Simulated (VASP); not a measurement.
# MnS (Fm-3m) in VASP: further runs

MnS is run at these levels: PBE; tasks: single point.

All numbers are computed with VASP 6.6.1; they aren't measurements. Logs are shortened: lines on timing, memory, paths and dates and some standing lists are left out, and cuts for length are marked.

## 1. The cell of the first run

The structure is cubic, space group Fm-3m (No. 225). Conventional cell: a = 5.179 Å, b = 5.179 Å, c = 5.179 Å, α = 90.00°, β = 90.00°, γ = 90.00°. Within 3.4 Å of Mn (site symmetry m-3m) lie 6 S at 2.59 Å. S (site symmetry m-3m) has 6 Mn at 2.59 Å within 3.4 Å.

## 2. Single point, PBE, collinear spin, ferromagnetic start

INCAR reads:

```
SYSTEM = MnS
ALGO = Normal ; EDIFF = 1E-6
ENCUT = 520 ; GGA = PE
ISIF = 2 ; ISMEAR = 0
ISPIN = 2 ; LASPH = .TRUE.
LCHARG = .FALSE. ; LMAXMIX = 4
LORBIT = 11 ; LREAL = .FALSE.
LWAVE = .FALSE. ; MAGMOM = 4.65 0
NBANDS = 20 ; NELM = 150
PREC = Accurate ; SIGMA = 0.05
```

KPOINTS reads:

```
k-points
0
G
  12 12 12
  0 0 0
```

POSCAR reads:

```
MnS
1.0
    0.0000000000      2.5893887090      2.5893887090
    2.5893887090      0.0000000000      2.5893887090
    2.5893887090      2.5893887090      0.0000000000
Mn S
1 1
Direct
    0.0000000000      0.0000000000      0.0000000000
    0.5000000000      0.5000000000      0.5000000000
```

Potentials or basis: VASP PAW PBE potentials, release 64 (Mn_pv, S).

Started as:

```sh
$ cat potpaw_PBE.64/Mn_pv/POTCAR potpaw_PBE.64/S/POTCAR > POTCAR
$ mpirun -np 1 vasp_std > vasp.out
```

OUTCAR:

```text
SYSTEM = MnS
   EDIFF = 1E-6
   ENCUT = 520
   GGA = PE
   ISIF = 2
   ISMEAR = 0
   ISPIN = 2
   LASPH = .TRUE.
   LORBIT = 11
   LREAL = .FALSE.
   NELM = 150
   PREC = Accurate

 ion  position               nearest neighbor table
   1  0.000  0.000  0.000-   2 2.59   2 2.59   2 2.59   2 2.59   2 2.59   2 2.59
   2  0.500  0.500  0.500-   1 2.59   1 2.59   1 2.59   1 2.59   1 2.59   1 2.59

  LATTYP: Found a face centered cubic cell.
 ALAT       =     5.1787774180

  Lattice vectors:

 A1 = (   0.0000000000,   2.5893887090,   2.5893887090)
 A2 = (   2.5893887090,   0.0000000000,   2.5893887090)
 A3 = (   2.5893887090,   2.5893887090,   0.0000000000)

Analysis of symmetry for initial positions (statically):
=====================================================================
 Subroutine PRICEL returns:
 Original cell was already a primitive cell.

 Routine SETGRP: Setting up the symmetry group for a
 face centered cubic supercell.

 Subroutine GETGRP returns: Found 48 space group operations
 (whereof 48 operations were pure point group operations)
 out of a pool of 48 trial point group operations.

The static configuration has the point symmetry O_h .

Analysis of symmetry for dynamics (positions and initial velocities):
=====================================================================
 Subroutine PRICEL returns:
 Original cell was already a primitive cell.

 Routine SETGRP: Setting up the symmetry group for a
 face centered cubic supercell.

 Subroutine GETGRP returns: Found 48 space group operations
 (whereof 48 operations were pure point group operations)
 out of a pool of 48 trial point group operations.

The dynamic configuration has the point symmetry O_h .

Analysis of structural, dynamic, and magnetic symmetry:
=====================================================================
 Subroutine PRICEL returns:
 Original cell was already a primitive cell.

 Routine SETGRP: Setting up the symmetry group for a
 face centered cubic supercell.

 Subroutine GETGRP returns: Found 48 space group operations
 (whereof 48 operations were pure point group operations)
 out of a pool of 48 trial point group operations.

The overall configuration has the point symmetry O_h .

 Subroutine INISYM returns: Found 48 space group operations
 (whereof 48 operations are pure point group operations),
 and found     1 'primitive' translations

----------------------------------------------------------------------------------------

                                     Primitive cell

  volume of cell :      34.7234

  direct lattice vectors                    reciprocal lattice vectors
     0.000000000  2.589388709  2.589388709    -0.193095767  0.193095767  0.193095767
     2.589388709  0.000000000  2.589388709     0.193095767 -0.193095767  0.193095767
     2.589388709  2.589388709  0.000000000     0.193095767  0.193095767 -0.193095767

  length of vectors
     3.661948631  3.661948631  3.661948631     0.334451680  0.334451680  0.334451680

  position of ions in fractional coordinates (direct lattice)
     0.000000000  0.000000000  0.000000000
     0.500000000  0.500000000  0.500000000

  ion indices of the primitive-cell ions
   primitive index   ion index
                 1           1
                 2           2

----------------------------------------------------------------------------------------

 KPOINTS: k-points

Automatic generation of k-mesh.
 Grid dimensions read from file:
 generate k-points for:   12   12   12

 Generating k-lattice:

  Cartesian coordinates                     Fractional coordinates (reciprocal lattice)
    -0.016091314  0.016091314  0.016091314     0.083333333  0.000000000  0.000000000
     0.016091314 -0.016091314  0.016091314     0.000000000  0.083333333  0.000000000
     0.016091314  0.016091314 -0.016091314     0.000000000  0.000000000  0.083333333

  Length of vectors
     0.027870973  0.027870973  0.027870973

  Shift w.r.t. Gamma in fractional coordinates (k-lattice)
     0.000000000  0.000000000  0.000000000

 Subroutine IBZKPT returns following result:
 ===========================================

 Found     72 irreducible k-points:

 Following reciprocal coordinates:
            Coordinates               Weight
  0.000000  0.000000  0.000000      1.000000
  0.083333  0.000000  0.000000      8.000000
  0.166667  0.000000  0.000000      8.000000
  0.250000  0.000000  0.000000      8.000000
  0.333333  0.000000  0.000000      8.000000
  0.416667  0.000000  0.000000      8.000000
[... 16 lines left out ...]
  0.500000  0.166667  0.000000     24.000000
 -0.416667  0.166667  0.000000     24.000000
 [... further k-points ...]
   k-points           NKPTS =     72   k-points in BZ     NKDIM =     72   number of bands    NBANDS=     20
   number of dos      NEDOS =    301   number of ions     NIONS =      2
   total plane-waves  NPLWV =  21952
   dimension x,y,z NGX =    28 NGY =   28 NGZ =   28
   dimension x,y,z NGXF=    56 NGYF=   56 NGZF=   56
   ions per type =               1   1
   NGX,Y,Z   is equivalent  to a cutoff of  12.71, 12.71, 12.71 a.u.
   NGXF,Y,Z  is equivalent  to a cutoff of  25.42, 25.42, 25.42 a.u.
 SYSTEM =  MnS
   PREC   = accura    normal or accurate (medium, high low for compatibility)
   ISTART =      0    job   : 0-new  1-cont  2-samecut
   ICHARG =      2    charge: 1-file 2-atom 10-const
   ISPIN  =      2    spin polarized calculation?
   LNONCOLLINEAR =      F non collinear calculations
   LSORBIT =      F    spin-orbit coupling
   LASPH  =      T    aspherical Exc in radial PAW
   ENCUT  =  520.0 eV  38.22 Ry    6.18 a.u.   6.81  6.81  6.81*2*pi/ulx,y,z
   NELM   =    150;   NELMIN=  2; NELMDL= -5     # of ELM steps
   EDIFF  = 0.1E-05   stopping-criterion for ELM
   LREAL  =      F    real-space projection
   EDIFFG = 0.1E-04   stopping-criterion for IOM
   NSW    =      0    number of steps for IOM
   IBRION =     -1    ionic relax: 0-MD 1-quasi-New 2-CG
   NFREE  =      0    steps in history (QN), initial steepest desc. (CG)
   ISIF   =      2    stress and relaxation
   ISYM   =      2    0-nonsym 1-usesym 2-fastsym
   POTIM  = 0.5000    time-step for ionic-motion
   TEBEG  =    0.0;   TEEND  =   0.0 temperature during run
   PSTRESS=    0.0 pullay stress
   NELECT =      19.0000    total number of electrons
   NUPDOWN=      -1.0000    fix difference up-down
   EMIN   =  10.00;   EMAX   =-10.00  energy-range for DOS
   EFERMI =   0.00;   METHOD = LEGACY
   ISMEAR =     0;   SIGMA  =   0.05  broadening in eV -4-tet -1-fermi 0-gaus
   EFERMI_NEDOS =   21; number of points for ismear=-14 and -15
   IALGO  =     38    algorithm
   IMIX   =      4    mixing-type and parameters
     AMIX     =   0.40;   BMIX     =  1.00
     AMIX_MAG =   1.60;   BMIX_MAG =  1.00
  volume/ion in A,a.u.               =      17.36       117.16
  Fermi-wavevector in a.u.,A,eV,Ry     =   1.339015  2.530371 24.394719  1.792961
  Thomas-Fermi vector in A             =   2.467440
   LORBIT       =     11    0 simple, 1 ext, 2 COOP (PROOUT), +10 PAW based schemes
   GGA     = PE    functional components
   LHFCALC =     F    Hartree Fock is set to
   AEXX    =    0.0000 exact exchange contribution
   IVDW    =     0    specifies the selected vdW correction
   LEPSILON=     F    determine dielectric tensor
   LRPA    =     F    only Hartree local field effects (RPA)
 spin polarized calculation
 Gauss-broadening in eV      SIGMA  =   0.05
  energy-cutoff  :      520.00
  volume of cell :       34.72
 maximum number of plane-waves:       950
   NGX = 13   NGY = 13   NGZ = 13

 number of electron      18.9999993 magnetization       4.6290156

 Free energy of the ion-electron system (eV)
  ---------------------------------------------------
  ext. energy  EPLUGINS =         0.00000000
  ---------------------------------------------------
  free energy    TOTEN  =       -14.07152748 eV

  energy without entropy =      -14.06937180  energy(sigma->0) =      -14.07044964

 E-fermi :   6.8519     XC(G=0): -10.7318

 val. band max:        6.8420058247   @ k =  -0.4167   0.1667   0.0000
 cond. band min:       6.8548677267   @ k =  -0.2500   0.0833   0.0000
 fundamental gap:      0.0128619021
 Fermi energy:         6.8519042331

 spin component 1

 k-point     1 :       0.0000    0.0000    0.0000
  band No.  band energies     occupation
      1     -43.8242      1.00000
      2     -43.8242      1.00000
      3     -43.8242      1.00000
      4      -7.8699      1.00000
      5       3.4641      1.00000
      6       3.4641      1.00000
[... 12 lines left out ...]
     19      18.6929      0.00000
     20      19.1692      0.00000

 k-point     2 :       0.0833    0.0000    0.0000
  band No.  band energies     occupation
      1     -43.8247      1.00000
      2     -43.8242      1.00000
      3     -43.8242      1.00000
      4      -7.7976      1.00000
      5       3.2961      1.00000
      6       3.3129      1.00000
[... 12 lines left out ...]
     19      18.1046      0.00000
     20      19.3650      0.00000

 k-point     3 :       0.1667    0.0000    0.0000
  band No.  band energies     occupation
      1     -43.8263      1.00000
      2     -43.8245      1.00000
      3     -43.8245      1.00000
      4      -7.5894      1.00000
      5       2.6174      1.00000
      6       2.8901      1.00000
[... 12 lines left out ...]
     19      18.3136      0.00000
     20      20.7009      0.00000

 k-point     4 :       0.2500    0.0000    0.0000
  band No.  band energies     occupation
      1     -43.8285      1.00000
      2     -43.8248      1.00000
      3     -43.8248      1.00000
      4      -7.2742      1.00000
      5       1.6003      1.00000
      6       2.4867      1.00000
[... 429 lines left out ...]
 k-point    23 :       0.5000    0.1667    0.0000
  band No.  band energies     occupation
      1     -43.8320      1.00000
      2     -43.8267      1.00000
      3     -43.8260      1.00000
      4      -6.4549      1.00000
      5       0.1191      1.00000
      6       1.7852      1.00000
[... 12 lines left out ...]
     19      21.1352      0.00000
     20      22.0021      0.00000

 k-point    24 :      -0.4167    0.1667    0.0000
  band No.  band energies     occupation
      1     -43.8321      1.00000
      2     -43.8270      1.00000
      3     -43.8258      1.00000
      4      -6.4154      1.00000
      5       0.0391      1.00000
      6       1.7841      1.00000
[... 12 lines left out ...]
     19      20.8243      0.00000
     20      22.3066      0.00000

 [... further k-points ...]

 spin component 2

 k-point     1 :       0.0000    0.0000    0.0000
  band No.  band energies     occupation
      1     -39.3563      1.00000
      2     -39.3563      1.00000
      3     -39.3563      1.00000
      4      -7.5880      1.00000
      5       5.1368      1.00000
      6       5.1368      1.00000
[... 12 lines left out ...]
     19      19.7246      0.00000
     20      20.8517      0.00000

 k-point     2 :       0.0833    0.0000    0.0000
  band No.  band energies     occupation
      1     -39.3570      1.00000
      2     -39.3564      1.00000
      3     -39.3564      1.00000
      4      -7.5187      1.00000
      5       4.5885      1.00000
      6       4.9099      1.00000
[... 12 lines left out ...]
     19      18.7412      0.00000
     20      20.9272      0.00000

 k-point     3 :       0.1667    0.0000    0.0000
  band No.  band energies     occupation
      1     -39.3592      1.00000
      2     -39.3567      1.00000
      3     -39.3567      1.00000
      4      -7.3198      1.00000
      5       3.4844      1.00000
      6       4.4621      1.00000
[... 12 lines left out ...]
     19      19.2150      0.00000
     20      21.6164      0.00000

 k-point     4 :       0.2500    0.0000    0.0000
  band No.  band energies     occupation
      1     -39.3623      1.00000
      2     -39.3571      1.00000
      3     -39.3571      1.00000
      4      -7.0203      1.00000
      5       2.3195      1.00000
      6       4.0252      1.00000
[... 429 lines left out ...]
 k-point    23 :       0.5000    0.1667    0.0000
  band No.  band energies     occupation
      1     -39.3670      1.00000
      2     -39.3596      1.00000
      3     -39.3586      1.00000
      4      -6.2421      1.00000
      5       0.7694      1.00000
      6       2.9310      1.00000
[... 12 lines left out ...]
     19      21.7911      0.00000
     20      22.6965      0.00000

 k-point    24 :      -0.4167    0.1667    0.0000
  band No.  band energies     occupation
      1     -39.3671      1.00000
      2     -39.3600      1.00000
      3     -39.3584      1.00000
      4      -6.2067      1.00000
      5       0.7000      1.00000
      6       2.8673      1.00000
[... 12 lines left out ...]
     19      21.7300      0.00000
     20      22.8294      0.00000

 [... further k-points ...]

------------------------ aborting loop because EDIFF is reached ----------------------------------------

  FORCE on cell =-STRESS in cart. coord.  units (eV):
  Direction    XX          YY          ZZ          XY          YZ          ZX
  --------------------------------------------------------------------------------------
  -------------------------------------------------------------------------------------
  Total       -0.5497588     -0.5497588     -0.5497588     -0.0000000      0.0000000     -0.0000000
  in kB      -25.3665291    -25.3665291    -25.3665291     -0.0000000      0.0000000     -0.0000000
  external PRESSURE =     -25.3665291 kB  Pullay stress =       0.0000000 kB

 VOLUME and BASIS-vectors are now :
 -----------------------------------------------------------------------------
  energy-cutoff  :      520.00
  volume of cell :       34.72
      direct lattice vectors                 reciprocal lattice vectors
     0.000000000  2.589388709  2.589388709    -0.193095767  0.193095767  0.193095767
     2.589388709  0.000000000  2.589388709     0.193095767 -0.193095767  0.193095767
     2.589388709  2.589388709  0.000000000     0.193095767  0.193095767 -0.193095767

 POSITION                                       TOTAL-FORCE (eV/Angst)
 -----------------------------------------------------------------------------------
      0.00000      0.00000      0.00000         0.000000     -0.000000      0.000000
      2.58939      2.58939      2.58939        -0.000000      0.000000     -0.000000
 -----------------------------------------------------------------------------------
    total drift:                               -0.000000      0.000000      0.000000

  FREE ENERGIE OF THE ION-ELECTRON SYSTEM (eV)
  ---------------------------------------------------
  free  energy   TOTEN  =       -14.0715274834 eV

  energy  without entropy=      -14.0693717992  energy(sigma->0) =      -14.07044964

 total charge

# of ion       s       p       d       tot
------------------------------------------
    1        0.217   6.167   4.939  11.323
    2        1.327   2.401   0.000   3.729
--------------------------------------------------
tot          1.545   8.568   4.939  15.052

 magnetization (x)

# of ion       s       p       d       tot
------------------------------------------
    1        0.052   0.039   4.111   4.202
    2        0.026   0.070   0.000   0.096
--------------------------------------------------
tot          0.078   0.109   4.111   4.297
```

Run time: 48 s. Hardware: 1 thread of Intel Xeon 6975P-C (Granite Rapids), shared host; peak memory 0.21 GiB.

Results:

```yaml
Free_energy: -14.0715 eV
Pressure: -2.5 GPa
Net_moment: 4.63 μB per cell
Site_moments: Mn +4.20; S +0.10 μB
Valence_electrons_inside_the_program's_atomic_spheres: Mn 11.32; S 3.73
```

Caveat: a cell with one magnetic atom can't hold antiferromagnetic order, which such compounds often take; semilocal functionals often make such compounds metallic where correlation or magnetic order opens a gap, which also shifts bond lengths.

(Continued in part 2 of 2.)
